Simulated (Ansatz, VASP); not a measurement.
## One calculation of C2N, two programs

The input INCAR:

```
  ALGO = Normal
  EDIFF = 1E-7
  EDIFFG = -0.04
  ENCUT = 600
  GGA = PE
  IBRION = 2
  ISIF = 3
  ISMEAR = 0
  LASPH = True
  LCHARG = False
  LREAL = False
  LWAVE = False
  NELM = 60
  NSW = 90
  PREC = Accurate
  SIGMA = 0.1
```

KPOINTS

```
k-points
0
Gamma
  6 6 4
```

POSCAR

```
C2N
1.0
    4.1071505500      0.0000000000      0.0000000000
   -2.0535752800      3.5568967200      0.0000000000
    0.0000000000      0.0000000000      5.0982360600
C N
4 2
Direct
    0.6666666700      0.3333333300      0.2500000000
    0.3333333300      0.6666666700      0.7500000000
    0.0000000000      0.0000000000      0.0000000000
    0.0000000000      0.0000000000      0.5000000000
    0.6666666700      0.3333333300      0.7500000000
    0.3333333300      0.6666666700      0.2500000000
```

Input for Ansatz:

```yaml
crystal:
  lattice:
    - [4.10715055, 0.0, 0.0]
    - [-2.05357528, 3.55689672, 0.0]
    - [0.0, 0.0, 5.09823606]
  atoms:
    - { symbol: C, position: [0.66666667, 0.33333333, 0.25] }
    - { symbol: C, position: [0.33333333, 0.66666667, 0.75] }
    - { symbol: C, position: [0.0, 0.0, 0.0] }
    - { symbol: C, position: [0.0, 0.0, 0.5] }
    - { symbol: "N", position: [0.66666667, 0.33333333, 0.75] }
    - { symbol: "N", position: [0.33333333, 0.66666667, 0.25] }
basis:
  ecutwfc: 420
kpoints:
  mp_grid: { grid: [6, 6, 4] }
hamiltonian:
  xc: pbe
scf:
  occupations: { method: gaussian, width: 0.1 }
  lower_state_search: "off"
output:
  forces: true
  stress: true
  eigenvalues: true
relax:
  adjacent_minimum: "off"
  f_tol: 0.04
  max_steps: 70
  cell: { stress_tol: 0.4 }
```

Change from the starting cell: species swapped into the Pr2Tl type (P6_3/mmc, No. 194).

Alike in both runs: task relaxation of cell and atoms; functional PBE; k mesh 6 × 6 × 4; occupations gaussian, width 0.1 eV; no spin polarisation.

|  | VASP | Ansatz |
| --- | --- | --- |
| version | VASP 6.6.1 | Ansatz 0.2.0 |
| potentials or method | VASP PAW PBE potentials, release 64 (C, N), cutoff 600 eV | scalar-relativistic, plane waves, PAW |
| valence electrons in the cell | 26 | 26 |

|  | VASP | Ansatz | Ansatz less VASP |
| --- | --- | --- | --- |
| gap on the k mesh at the Fermi level, each at its own relaxed structure (eV) | none | none | - |
| relaxed volume (Å³/atom) | 10.21 | 13.50 | +3.291 |
| relaxed length of the cell vector where the two differ most in proportion (Å) | 5.329 | 6.123 | +0.7938 |

A gap of «none» marks a metal or a gap that the smearing closes. One of these differences is far larger than is usual between the two programs; its cause wasn't traced.

Noted on VASP's run: the volume moved by over 15 % at a fixed basis, so the end points are rough.
